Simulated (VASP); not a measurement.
# SnO2 in VASP: a series of runs

Runs on SnO2. Level: r2SCAN. Tasks: single point.

Everything below comes from runs of VASP 6.6.1. Logs are shortened: lines on timing, memory, paths and dates and some standing lists are left out, and cuts for length are marked.

### Step 1. The cell of the first run

The structure is cubic, space group Fm-3m (No. 225). Conventional cell: a = 4.982 Å, b = 4.982 Å, c = 4.982 Å, α = 90.00°, β = 90.00°, γ = 90.00°. Within 2.9 Å of Sn (site symmetry m-3m) lie 8 O at 2.16 Å. O (site symmetry -43m) has 4 Sn at 2.16 Å and 6 O at 2.49 Å within 2.9 Å.

### Step 2. Single point, r2SCAN (strain -1.7%)

Contents of POSCAR:

```
SnO2
1.0
    0.0000000000      2.4911580720      2.4911580720
    2.4911580720      0.0000000000      2.4911580720
    2.4911580720      2.4911580720      0.0000000000
Sn O
1 2
Direct
    0.0000000000      0.0000000000      0.0000000000
    0.2500000000      0.2500000000      0.2500000000
    0.7500000000      0.7500000000      0.7500000000
```

Contents of INCAR.step1:

```
SYSTEM = SnO2
PREC = Accurate
ENCUT = 520
ISMEAR = 0
SIGMA = 0.01
LREAL = .FALSE.
LASPH = .TRUE.
NELM = 60
NBANDS = 20
GGA = PE
ALGO = Normal
EDIFF = 1E-4
LWAVE = .TRUE.
LCHARG = .FALSE.
```

Contents of INCAR.step2:

```
SYSTEM = SnO2
PREC = Accurate
ENCUT = 520
EDIFF = 1E-7
ISMEAR = 0
SIGMA = 0.01
LREAL = .FALSE.
LASPH = .TRUE.
NELM = 60
ALGO = Normal
ISIF = 2
LWAVE = .FALSE.
LCHARG = .TRUE.
METAGGA = R2SCAN
LMIXTAU = .TRUE.
LELF = .TRUE.
LVHAR = .TRUE.
NBANDS = 20
ISTART = 1
```

Contents of KPOINTS:

```
Automatic mesh
0
G
  8 8 8
  0 0 0
```

Potentials or basis: VASP PAW PBE potentials, release 64 (Sn_d, O).

Launch:

```
cat potpaw_PBE.64/Sn_d/POTCAR potpaw_PBE.64/O/POTCAR > POTCAR
cp INCAR.step1 INCAR
mpirun -np 1 vasp_std > vasp.out
cp INCAR.step2 INCAR
mpirun -np 1 vasp_std > vasp.out
```

OUTCAR:

```text
SYSTEM = SnO2
   PREC = Accurate
   ENCUT = 520
   EDIFF = 1E-7
   ISMEAR = 0
   LREAL = .FALSE.
   LASPH = .TRUE.
   NELM = 60
   ISIF = 2
   METAGGA = R2SCAN
   ISTART = 1

 ion  position               nearest neighbor table
   1  0.000  0.000  0.000-   3 2.16   3 2.16   3 2.16   2 2.16   3 2.16   2 2.16   2 2.16   2 2.16

   2  0.250  0.250  0.250-   1 2.16   1 2.16   1 2.16   1 2.16
   3  0.750  0.750  0.750-   1 2.16   1 2.16   1 2.16   1 2.16

  LATTYP: Found a face centered cubic cell.
 ALAT       =     4.9823161440

  Lattice vectors:

 A1 = (   0.0000000000,   2.4911580720,   2.4911580720)
 A2 = (   2.4911580720,   0.0000000000,   2.4911580720)
 A3 = (   2.4911580720,   2.4911580720,   0.0000000000)

Analysis of symmetry for initial positions (statically):
=====================================================================
 Subroutine PRICEL returns:
 Original cell was already a primitive cell.

 Routine SETGRP: Setting up the symmetry group for a
 face centered cubic supercell.

 Subroutine GETGRP returns: Found 48 space group operations
 (whereof 48 operations were pure point group operations)
 out of a pool of 48 trial point group operations.

The static configuration has the point symmetry O_h .

Analysis of symmetry for dynamics (positions and initial velocities):
=====================================================================
 Subroutine PRICEL returns:
 Original cell was already a primitive cell.

 Routine SETGRP: Setting up the symmetry group for a
 face centered cubic supercell.

 Subroutine GETGRP returns: Found 48 space group operations
 (whereof 48 operations were pure point group operations)
 out of a pool of 48 trial point group operations.

The dynamic configuration has the point symmetry O_h .

 Subroutine INISYM returns: Found 48 space group operations
 (whereof 48 operations are pure point group operations),
 and found     1 'primitive' translations

----------------------------------------------------------------------------------------

                                     Primitive cell

  volume of cell :      30.9196

  direct lattice vectors                    reciprocal lattice vectors
     0.000000000  2.491158072  2.491158072    -0.200709865  0.200709865  0.200709865
     2.491158072  0.000000000  2.491158072     0.200709865 -0.200709865  0.200709865
     2.491158072  2.491158072  0.000000000     0.200709865  0.200709865 -0.200709865

  length of vectors
     3.523029531  3.523029531  3.523029531     0.347639684  0.347639684  0.347639684

  position of ions in fractional coordinates (direct lattice)
     0.000000000  0.000000000  0.000000000
     0.250000000  0.250000000  0.250000000
     0.750000000  0.750000000  0.750000000

  ion indices of the primitive-cell ions
   primitive index   ion index
                 1           1
                 2           2
                 3           3

----------------------------------------------------------------------------------------

 KPOINTS: Automatic mesh

Automatic generation of k-mesh.
 Grid dimensions read from file:
 generate k-points for:    8    8    8

 Generating k-lattice:

  Cartesian coordinates                     Fractional coordinates (reciprocal lattice)
    -0.025088733  0.025088733  0.025088733     0.125000000  0.000000000  0.000000000
     0.025088733 -0.025088733  0.025088733     0.000000000  0.125000000  0.000000000
     0.025088733  0.025088733 -0.025088733     0.000000000  0.000000000  0.125000000

  Length of vectors
     0.043454960  0.043454960  0.043454960

  Shift w.r.t. Gamma in fractional coordinates (k-lattice)
     0.000000000  0.000000000  0.000000000

 Subroutine IBZKPT returns following result:
 ===========================================

 Found     29 irreducible k-points:

 Following reciprocal coordinates:
            Coordinates               Weight
  0.000000  0.000000  0.000000      1.000000
  0.125000  0.000000  0.000000      8.000000
  0.250000  0.000000  0.000000      8.000000
  0.375000  0.000000  0.000000      8.000000
  0.500000  0.000000  0.000000      4.000000
  0.125000  0.125000  0.000000      6.000000
[... 16 lines left out ...]
  0.500000  0.250000  0.125000     48.000000
 -0.375000  0.250000  0.125000     24.000000
 [... further k-points ...]
   k-points           NKPTS =     29   k-points in BZ     NKDIM =     29   number of bands    NBANDS=     20
   number of dos      NEDOS =    301   number of ions     NIONS =      3
   total plane-waves  NPLWV =  21952
   dimension x,y,z NGX =    28 NGY =   28 NGZ =   28
   dimension x,y,z NGXF=    56 NGYF=   56 NGZF=   56
   ions per type =               1   2
   NGX,Y,Z   is equivalent  to a cutoff of  13.21, 13.21, 13.21 a.u.
   NGXF,Y,Z  is equivalent  to a cutoff of  26.43, 26.43, 26.43 a.u.
 SYSTEM =  SnO2
   PREC   = accura    normal or accurate (medium, high low for compatibility)
   ISTART =      1    job   : 0-new  1-cont  2-samecut
   ICHARG =      0    charge: 1-file 2-atom 10-const
   ISPIN  =      1    spin polarized calculation?
   LNONCOLLINEAR =      F non collinear calculations
   LSORBIT =      F    spin-orbit coupling
   LASPH  =      T    aspherical Exc in radial PAW
   ENCUT  =  520.0 eV  38.22 Ry    6.18 a.u.   6.55  6.55  6.55*2*pi/ulx,y,z
   NELM   =     60;   NELMIN=  2; NELMDL=  0     # of ELM steps
   EDIFF  = 0.1E-06   stopping-criterion for ELM
   LREAL  =      F    real-space projection
   EDIFFG = 0.1E-05   stopping-criterion for IOM
   NSW    =      0    number of steps for IOM
   IBRION =     -1    ionic relax: 0-MD 1-quasi-New 2-CG
   NFREE  =      0    steps in history (QN), initial steepest desc. (CG)
   ISIF   =      2    stress and relaxation
   ISYM   =      2    0-nonsym 1-usesym 2-fastsym
   POTIM  = 0.5000    time-step for ionic-motion
   TEBEG  =    0.0;   TEEND  =   0.0 temperature during run
   PSTRESS=    0.0 pullay stress
   NELECT =      26.0000    total number of electrons
   NUPDOWN=      -1.0000    fix difference up-down
   EMIN   =  10.00;   EMAX   =-10.00  energy-range for DOS
   EFERMI =   0.00;   METHOD = LEGACY
   ISMEAR =     0;   SIGMA  =   0.01  broadening in eV -4-tet -1-fermi 0-gaus
   EFERMI_NEDOS =   21; number of points for ismear=-14 and -15
   IALGO  =     38    algorithm
   IMIX   =      4    mixing-type and parameters
     AMIX     =   0.40;   BMIX     =  1.00
     AMIX_MAG =   1.60;   BMIX_MAG =  1.00
  volume/ion in A,a.u.               =      10.31        69.55
  Fermi-wavevector in a.u.,A,eV,Ry     =   1.545212  2.920027 32.486349  2.387679
  Thomas-Fermi vector in A             =   2.650623
   LORBIT       =      0    0 simple, 1 ext, 2 COOP (PROOUT), +10 PAW based schemes
   METAGGA = R2SCAN    functional components
   LHFCALC =     F    Hartree Fock is set to
   AEXX    =    0.0000 exact exchange contribution
   IVDW    =     0    specifies the selected vdW correction
   LEPSILON=     F    determine dielectric tensor
   LRPA    =     F    only Hartree local field effects (RPA)
 non-spin polarized calculation
 Gauss-broadening in eV      SIGMA  =   0.01
  energy-cutoff  :      520.00
  volume of cell :       30.92
 maximum number of plane-waves:       869
 NGX is ok and might be reduce to    28
   NGX = 13   NGY = 13   NGZ = 13

 number of electron      26.0000010 magnetization

 Free energy of the ion-electron system (eV)
  ---------------------------------------------------
  ext. energy  EPLUGINS =         0.00000000
  ---------------------------------------------------
  free energy    TOTEN  =       -41.40107553 eV

  energy without entropy =      -41.40107553  energy(sigma->0) =      -41.40107553

 E-fermi :   8.5594     XC(G=0): -13.0719

 val. band max:        8.4665874989   @ k =  -0.2500   0.5000   0.2500
 cond. band min:       9.8736820962   @ k =   0.0000   0.0000   0.0000
 fundamental gap:      1.4070945973
 Fermi energy:         8.5594050646

 k-point     1 :       0.0000    0.0000    0.0000
  band No.  band energies     occupation
      1     -12.7181      2.00000
      2     -12.6722      2.00000
      3     -12.6722      2.00000
      4     -12.6722      2.00000
      5     -12.4354      2.00000
      6     -12.4354      2.00000
[... 12 lines left out ...]
     19      24.9969      0.00000
     20      24.9969      0.00000

 k-point     2 :       0.1250    0.0000    0.0000
  band No.  band energies     occupation
      1     -12.8152      2.00000
      2     -12.6565      2.00000
      3     -12.6564      2.00000
      4     -12.5019      2.00000
      5     -12.4361      2.00000
      6     -12.4361      2.00000
[... 12 lines left out ...]
     19      25.0734      0.00000
     20      25.0734      0.00000

 k-point     3 :       0.2500    0.0000    0.0000
  band No.  band energies     occupation
      1     -13.1105      2.00000
      2     -12.6249      2.00000
      3     -12.6248      2.00000
      4     -12.4312      2.00000
      5     -12.4312      2.00000
      6     -11.9057      2.00000
[... 12 lines left out ...]
     19      25.2361      0.00000
     20      26.0367      0.00000

 k-point     4 :       0.3750    0.0000    0.0000
  band No.  band energies     occupation
      1     -13.3700      2.00000
      2     -12.6054      2.00000
      3     -12.6054      2.00000
      4     -12.4133      2.00000
      5     -12.4133      2.00000
      6     -11.0475      2.00000
[... 12 lines left out ...]
     19      25.2319      0.00000
     20      26.0328      0.00000

 k-point     5 :       0.5000    0.0000    0.0000
  band No.  band energies     occupation
      1     -13.4693      2.00000
      2     -12.6013      2.00000
      3     -12.6013      2.00000
      4     -12.4018      2.00000
      5     -12.4018      2.00000
      6     -10.4212      2.00000
[... 12 lines left out ...]
     19      25.0586      0.00000
     20      25.6388      0.00000
[... 353 lines left out ...]
      6     -10.8263      2.00000
[... 12 lines left out ...]
     19      26.8633      0.00000
     20      27.8948      0.00000

 k-point    22 :       0.3750    0.2500    0.1250
  band No.  band energies     occupation
      1     -13.1311      2.00000
      2     -12.7919      2.00000
      3     -12.5734      2.00000
      4     -12.4723      2.00000
      5     -12.4171      2.00000
      6     -11.4459      2.00000
[... 12 lines left out ...]
     19      25.6293      0.00000
     20      28.6322      0.00000

 k-point    23 :       0.5000    0.2500    0.1250
  band No.  band energies     occupation
      1     -13.2556      2.00000
      2     -12.8898      2.00000
      3     -12.5436      2.00000
      4     -12.4710      2.00000
      5     -12.4149      2.00000
      6     -10.5847      2.00000
[... 12 lines left out ...]
     19      25.6788      0.00000
     20      28.9623      0.00000

 k-point    24 :      -0.3750    0.2500    0.1250
  band No.  band energies     occupation
      1     -13.3172      2.00000
      2     -12.9139      2.00000
      3     -12.5366      2.00000
      4     -12.4665      2.00000
      5     -12.4113      2.00000
      6      -9.8480      2.00000
[... 12 lines left out ...]
     19      25.5879      0.00000
     20      29.3586      0.00000

 [... further k-points ...]
[... 5 lines left out ...]
  --------------------------------------------------------------------------------------
  -------------------------------------------------------------------------------------
  Total        2.8271129      2.8271129      2.8271129      0.0000000     -0.0000000      0.0000000
  in kB      146.4940158    146.4940158    146.4940158      0.0000000     -0.0000000      0.0000000
  external PRESSURE =     146.4940158 kB  Pullay stress =       0.0000000 kB

 VOLUME and BASIS-vectors are now :
 -----------------------------------------------------------------------------
  energy-cutoff  :      520.00
  volume of cell :       30.92
      direct lattice vectors                 reciprocal lattice vectors
     0.000000000  2.491158072  2.491158072    -0.200709865  0.200709865  0.200709865
     2.491158072  0.000000000  2.491158072     0.200709865 -0.200709865  0.200709865
     2.491158072  2.491158072  0.000000000     0.200709865  0.200709865 -0.200709865

 POSITION                                       TOTAL-FORCE (eV/Angst)
 -----------------------------------------------------------------------------------
      0.00000      0.00000      0.00000        -0.000000     -0.000000     -0.000000
      1.24558      1.24558      1.24558         0.000000      0.000000     -0.000000
      3.73674      3.73674      3.73674         0.000000     -0.000000      0.000000
 -----------------------------------------------------------------------------------
    total drift:                                0.000000      0.000000      0.000000

  FREE ENERGIE OF THE ION-ELECTRON SYSTEM (eV)
  ---------------------------------------------------
  free  energy   TOTEN  =       -41.4010755336 eV

  energy  without entropy=      -41.4010755336  energy(sigma->0) =      -41.40107553
```

It took 94 s on 1 thread of AMD EPYC 7R13, shared host; peak memory 0.14 GiB.

Results:

```
Free energy            : -41.4011 eV
Pressure               : 14.6 GPa
Band gap on the k mesh : 1.41 eV (least direct gap 2.96 eV)
```

Caveat: the cell differs from its parent crystal (strain -1.7%); the cell stands under pressure; the PAW data sets were made with another functional, which shifts forces and pressure a little; spin-orbit coupling is left out, which moves the levels of the heavy elements. A k mesh can miss the band edges.

### Step 3. Single point, r2SCAN (strain along [111] -5.5%)

Contents of POSCAR:

```
SnO2
1.0
   -0.0934004823      2.4400664881      2.4400664881
    2.4400664881     -0.0934004823      2.4400664881
    2.4400664881      2.4400664881     -0.0934004823
Sn O
1 2
Direct
    0.0000000000      0.0000000000      0.0000000000
    0.2523761651      0.2523761651      0.2523761651
    0.7476238349      0.7476238349      0.7476238349
```

Contents of INCAR.step1:

```
  PREC = Accurate
  ENCUT = 520
  ISMEAR = 0
  SIGMA = 0.01
  LREAL = F
  LASPH = T
  NELM = 100
  NBANDS = 20
  GGA = PE
  ALGO = Normal
  EDIFF = 1E-4
  LWAVE = T
  LCHARG = F
```

Contents of INCAR.step2:

```
  PREC = Accurate
  ENCUT = 520
  EDIFF = 1E-7
  ISMEAR = 0
  SIGMA = 0.01
  LREAL = F
  LASPH = T
  NELM = 100
  ALGO = Normal
  ISIF = 2
  LWAVE = F
  LCHARG = F
  METAGGA = R2SCAN
  LMIXTAU = T
  NBANDS = 20
  ISTART = 1
```

Contents of KPOINTS:

```
Automatic mesh
0
Gamma
  8 8 8
```

Potentials or basis: VASP PAW PBE potentials, release 64 (Sn_d, O).

Launch:

```
cat potpaw_PBE.64/Sn_d/POTCAR potpaw_PBE.64/O/POTCAR > POTCAR
cp INCAR.step1 INCAR
mpirun -np 1 vasp_std > vasp.out
cp INCAR.step2 INCAR
mpirun -np 1 vasp_std > vasp.out
```

It took 4.8 min on 1 thread of AMD EPYC 7R13, shared host; peak memory 0.16 GiB.

Results (log left out):

```yaml
Free_energy: -41.3655 eV
Pressure: 16.9 GPa
Largest_force: 0.028 eV/Å
Band_gap_on_the_k_mesh: 1.52 eV (least direct gap 2.96 eV)
```

Forces in eV/Å, atoms in the order of the input:
```
Sn   0.000  0.000  0.000
O    0.016  0.016  0.016
O   -0.016 -0.016 -0.016
```

Stress tensor (GPa, compression positive):
```
16.95  1.61  1.61
 1.61 16.95  1.61
 1.61  1.61 16.95
```

Levels at points of the mesh, in eV from the valence-band top:
| k point | band 11 | band 12 | band 13 | band 14 | band 15 | band 16 |
| --- | --- | --- | --- | --- | --- | --- |
| (0.00, 0.00, 0.00) | -1.75 | -1.44 | -1.44 | 1.52 | 7.74 | 7.74 |
| (0.50, 0.00, 0.00) | -3.60 | -2.30 | -2.26 | 6.13 | 8.79 | 11.55 |
| (0.50, 0.50, 0.00) | -0.27 | -0.19 | -0.17 | 4.20 | 8.61 | 10.84 |
| (0.50, 0.50, 0.50) | -3.84 | -2.50 | -2.50 | 6.24 | 9.16 | 12.00 |

Caveat: the cell differs from its parent crystal (strain along [111] -5.5%); the cell stands under pressure; the PAW data sets were made with another functional, which shifts forces and pressure a little; spin-orbit coupling is left out, which moves the levels of the heavy elements. A k mesh can miss the band edges.
